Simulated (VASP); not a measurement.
# WC (P-6m2) in VASP: a series of runs, part 2 of 2

VASP 6.6.1. The steps go on from the part before.

### Step 4. Single point, PBE

Input file INCAR:

```
SYSTEM = WC
PREC     = Accurate       ! precision mode
ENCUT    = 600            ! plane-wave cutoff, eV
EDIFF    = 1E-6           ! SCF threshold, eV
ISMEAR   = -1             ! smearing method
SIGMA    = 0.15           ! smearing width, eV
LREAL    = .FALSE.        ! projectors in reciprocal space
LASPH    = .TRUE.         ! aspherical terms in the spheres
NELM     = 120            ! most SCF steps
ALGO     = Normal         ! electronic algorithm
ISIF     = 2              ! what is computed and relaxed
LWAVE    = .FALSE.        ! write WAVECAR
LCHARG   = .TRUE.         ! write CHGCAR
GGA      = PE             ! functional
LELF     = .TRUE.         ! ELF
LVHAR    = .TRUE.       
NBANDS   = 16             ! bands
GGA_COMPAT= .FALSE.
```

Input file KPOINTS:

```
regular mesh
0
G
  18 18 14
  0 0 0
```

Input file POSCAR:

```
WC
1.0
    2.9229083687      0.0000000000      0.0000000000
   -1.4614541844      2.5313129002      0.0000000000
    0.0000000000      0.0000000000      2.8460220617
W C
1 1
Direct
    0.0000000000      0.0000000000      0.0000000000
    0.6666666667      0.3333333333      0.5000000000
```

Potentials or basis: VASP PAW PBE potentials, release 64 (W_sv, C).

Command:

```sh
$ cat potpaw_PBE.64/W_sv/POTCAR potpaw_PBE.64/C/POTCAR > POTCAR
$ mpirun -np 1 vasp_std > vasp.out
```

OUTCAR:

```text
SYSTEM = WC
   PREC = Accurate
   ENCUT = 600
   EDIFF = 1E-6
   ISMEAR = -1
   LREAL = .FALSE.
   LASPH = .TRUE.
   NELM = 120
   ISIF = 2
   GGA = PE

 ion  position               nearest neighbor table
   1  0.000  0.000  0.000-   2 2.21   2 2.21   2 2.21   2 2.21   2 2.21   2 2.21
   2  0.667  0.333  0.500-   1 2.21   1 2.21   1 2.21   1 2.21   1 2.21   1 2.21

  LATTYP: Found a hexagonal cell.
 ALAT       =     2.9229083687
 C/A-ratio  =     0.9736952729

  Lattice vectors:

 A1 = (   2.9229083687,   0.0000000000,   0.0000000000)
 A2 = (  -1.4614541844,   2.5313129002,   0.0000000000)
 A3 = (   0.0000000000,   0.0000000000,   2.8460220617)

Analysis of symmetry for initial positions (statically):
=====================================================================
 Subroutine PRICEL returns:
 Original cell was already a primitive cell.

 Routine SETGRP: Setting up the symmetry group for a
 hexagonal supercell.

 Subroutine GETGRP returns: Found 12 space group operations
 (whereof 12 operations were pure point group operations)
 out of a pool of 24 trial point group operations.

The static configuration has the point symmetry D_3h.

Analysis of symmetry for dynamics (positions and initial velocities):
=====================================================================
 Subroutine PRICEL returns:
 Original cell was already a primitive cell.

 Routine SETGRP: Setting up the symmetry group for a
 hexagonal supercell.

 Subroutine GETGRP returns: Found 12 space group operations
 (whereof 12 operations were pure point group operations)
 out of a pool of 24 trial point group operations.

The dynamic configuration has the point symmetry D_3h.

 Subroutine INISYM returns: Found 12 space group operations
 (whereof 12 operations are pure point group operations),
 and found     1 'primitive' translations

----------------------------------------------------------------------------------------

                                     Primitive cell

  volume of cell :      21.0571

  direct lattice vectors                    reciprocal lattice vectors
     2.922908369  0.000000000  0.000000000     0.342124991  0.197525956  0.000000000
    -1.461454184  2.531312900  0.000000000     0.000000000  0.395051912  0.000000000
     0.000000000  0.000000000  2.846022062     0.000000000  0.000000000  0.351367621

  length of vectors
     2.922908369  2.922908369  2.846022062     0.395051912  0.395051912  0.351367621

  position of ions in fractional coordinates (direct lattice)
     0.000000000  0.000000000  0.000000000
     0.666666667  0.333333333  0.500000000

  ion indices of the primitive-cell ions
   primitive index   ion index
                 1           1
                 2           2

----------------------------------------------------------------------------------------

 KPOINTS: regular mesh

Automatic generation of k-mesh.
 Grid dimensions read from file:
 generate k-points for:   18   18   14

 Generating k-lattice:

  Cartesian coordinates                     Fractional coordinates (reciprocal lattice)
     0.019006944  0.010973664  0.000000000     0.055555556 -0.000000000  0.000000000
     0.000000000  0.021947328  0.000000000     0.000000000  0.055555556  0.000000000
     0.000000000  0.000000000  0.025097687     0.000000000  0.000000000  0.071428571

  Length of vectors
     0.021947328  0.021947328  0.025097687

  Shift w.r.t. Gamma in fractional coordinates (k-lattice)
     0.000000000  0.000000000  0.000000000

 Subroutine IBZKPT returns following result:
 ===========================================

 Found    296 irreducible k-points:

 Following reciprocal coordinates:
            Coordinates               Weight
  0.000000  0.000000  0.000000      1.000000
  0.055556  0.000000  0.000000      6.000000
  0.111111  0.000000  0.000000      6.000000
  0.166667  0.000000  0.000000      6.000000
  0.222222  0.000000  0.000000      6.000000
  0.277778  0.000000  0.000000      6.000000
[... 16 lines left out ...]
  0.333333  0.111111  0.000000     12.000000
  0.388889  0.111111  0.000000     12.000000
 [... further k-points ...]
   k-points           NKPTS =    296   k-points in BZ     NKDIM =    296   number of bands    NBANDS=     16
   number of dos      NEDOS =    301   number of ions     NIONS =      2
   total plane-waves  NPLWV =  13824
   dimension x,y,z NGX =    24 NGY =   24 NGZ =   24
   dimension x,y,z NGXF=    48 NGYF=   48 NGZF=   48
   ions per type =               1   1
   NGX,Y,Z   is equivalent  to a cutoff of  13.65, 13.65, 14.02 a.u.
   NGXF,Y,Z  is equivalent  to a cutoff of  27.30, 27.30, 28.04 a.u.
 SYSTEM =  WC
   PREC   = accura    normal or accurate (medium, high low for compatibility)
   ISTART =      0    job   : 0-new  1-cont  2-samecut
   ICHARG =      2    charge: 1-file 2-atom 10-const
   ISPIN  =      1    spin polarized calculation?
   LNONCOLLINEAR =      F non collinear calculations
   LSORBIT =      F    spin-orbit coupling
   LASPH  =      T    aspherical Exc in radial PAW
   ENCUT  =  600.0 eV  44.10 Ry    6.64 a.u.   5.84  5.84  5.68*2*pi/ulx,y,z
   NELM   =    120;   NELMIN=  2; NELMDL= -5     # of ELM steps
   EDIFF  = 0.1E-05   stopping-criterion for ELM
   LREAL  =      F    real-space projection
   EDIFFG = 0.1E-04   stopping-criterion for IOM
   NSW    =      0    number of steps for IOM
   IBRION =     -1    ionic relax: 0-MD 1-quasi-New 2-CG
   NFREE  =      0    steps in history (QN), initial steepest desc. (CG)
   ISIF   =      2    stress and relaxation
   ISYM   =      2    0-nonsym 1-usesym 2-fastsym
   POTIM  = 0.5000    time-step for ionic-motion
   TEBEG  =    0.0;   TEEND  =   0.0 temperature during run
   PSTRESS=    0.0 pullay stress
   NELECT =      18.0000    total number of electrons
   NUPDOWN=      -1.0000    fix difference up-down
   EMIN   =  10.00;   EMAX   =-10.00  energy-range for DOS
   EFERMI =   0.00;   METHOD = LEGACY
   ISMEAR =    -1;   SIGMA  =   0.15  broadening in eV -4-tet -1-fermi 0-gaus
   EFERMI_NEDOS =   21; number of points for ismear=-14 and -15
   IALGO  =     38    algorithm
   IMIX   =      4    mixing-type and parameters
     AMIX     =   0.40;   BMIX     =  1.00
     AMIX_MAG =   1.60;   BMIX_MAG =  1.00
  volume/ion in A,a.u.               =      10.53        71.05
  Fermi-wavevector in a.u.,A,eV,Ry     =   1.553695  2.936059 32.844051  2.413970
  Thomas-Fermi vector in A             =   2.657889
   LORBIT       =      0    0 simple, 1 ext, 2 COOP (PROOUT), +10 PAW based schemes
   GGA     = PE    functional components
   LHFCALC =     F    Hartree Fock is set to
   AEXX    =    0.0000 exact exchange contribution
   IVDW    =     0    specifies the selected vdW correction
   LEPSILON=     F    determine dielectric tensor
   LRPA    =     F    only Hartree local field effects (RPA)
 non-spin polarized calculation
  energy-cutoff  :      600.00
  volume of cell :       21.06
 maximum number of plane-waves:       720
 NGX is ok and might be reduce to    24
   NGX = 11   NGY = 11   NGZ = 11

 number of electron      18.0000000 magnetization

 Free energy of the ion-electron system (eV)
  ---------------------------------------------------
  ext. energy  EPLUGINS =         0.00000000
  ---------------------------------------------------
  free energy    TOTEN  =       -22.46136476 eV

  energy without entropy =      -22.43772082  energy(sigma->0) =      -22.44954279

 E-fermi :  10.9111     XC(G=0): -13.7179

 val. band max:       10.8924894391   @ k =   0.3333   0.2222   0.0000
 cond. band min:      10.9413192791   @ k =   0.4444   0.0556   0.5000
 fundamental gap:      0.0488298399
 Fermi energy:        10.9111134479

 k-point     1 :       0.0000    0.0000    0.0000
  band No.  band energies     occupation
      1     -63.1580      2.00000
      2     -27.1356      2.00000
      3     -27.0447      2.00000
      4     -27.0447      2.00000
      5      -3.4690      2.00000
      6       6.6455      2.00000
[... 8 lines left out ...]
     15      25.0875      0.00000
     16      27.4586      0.00000
[... 419 lines left out ...]
 k-point    24 :       0.3889    0.1111    0.0000
  band No.  band energies     occupation
      1     -63.1041      2.00000
      2     -27.7631      2.00000
      3     -27.2762      2.00000
      4     -27.0315      2.00000
      5      -0.1534      2.00000
      6       4.0685      2.00000
[... 8 lines left out ...]
     15      24.4655      0.00000
     16      28.1883      0.00000

 [... further k-points ...]

------------------------ aborting loop because EDIFF is reached ----------------------------------------

  FORCE on cell =-STRESS in cart. coord.  units (eV):
  Direction    XX          YY          ZZ          XY          YZ          ZX
  --------------------------------------------------------------------------------------
  -------------------------------------------------------------------------------------
  Total        0.1095277      0.1095277      0.1427716     -0.0000000      0.0000000     -0.0000000
  in kB        8.3336485      8.3336485     10.8630801     -0.0000000      0.0000000     -0.0000000
  external PRESSURE =       9.1767923 kB  Pullay stress =       0.0000000 kB

 VOLUME and BASIS-vectors are now :
 -----------------------------------------------------------------------------
  energy-cutoff  :      600.00
  volume of cell :       21.06
      direct lattice vectors                 reciprocal lattice vectors
     2.922908369  0.000000000  0.000000000     0.342124991  0.197525956  0.000000000
    -1.461454184  2.531312900  0.000000000     0.000000000  0.395051912  0.000000000
     0.000000000  0.000000000  2.846022062     0.000000000  0.000000000  0.351367621

 POSITION                                       TOTAL-FORCE (eV/Angst)
 -----------------------------------------------------------------------------------
      0.00000      0.00000      0.00000         0.000000      0.000000      0.000000
      1.46145      0.84377      1.42301        -0.000000      0.000000      0.000000
 -----------------------------------------------------------------------------------
    total drift:                                0.000000     -0.000000      0.000000

  FREE ENERGIE OF THE ION-ELECTRON SYSTEM (eV)
  ---------------------------------------------------
  free  energy   TOTEN  =       -22.4613647582 eV

  energy  without entropy=      -22.4377208206  energy(sigma->0) =      -22.44954279
```

It took 32 s on 1 thread of Intel Xeon 6975P-C (Granite Rapids), shared host; peak memory 0.23 GiB.

Results:

```yaml
Free_energy: -22.4614 eV
Pressure: 0.9 GPa
Band_gap_on_the_k_mesh: zero (bands 9 and 10 overlap by 1.20 eV)
```

Caveat: spin-orbit coupling is left out, which moves the levels of the heavy elements.

### Step 5. Summary

```csv
cell,k mesh,smearing,gap on the mesh (eV),pressure (GPa)
"a = 2.922, b = 2.922, c = 2.846 Å, angles 90.0, 90.0, 120.0°, 2 atoms",9 × 9 × 8,gaussian 0.1 eV,none,1.0
"a = 2.922, b = 2.922, c = 2.847 Å, angles 90.0, 90.0, 120.0°, 2 atoms",18 × 18 × 14,gaussian 0.1 eV,none,0.9
"a = 2.923, b = 2.923, c = 2.846 Å, angles 90.0, 90.0, 120.0°, 2 atoms",18 × 18 × 14,fermi-dirac 0.15 eV,none,0.9
```

Alike in all rows: task single point; level PBE; potentials or basis VASP PAW PBE potentials, release 64 (W_sv, C); no spin polarisation; cutoff (eV) 600.

Caveats: spin-orbit coupling is left out, which moves the levels of the heavy elements.

Total energies depend on the potentials used, so only differences within one code and one set of settings carry meaning.

The gap in the log of VASP goes by the Fermi energy; the results here count the filled bands.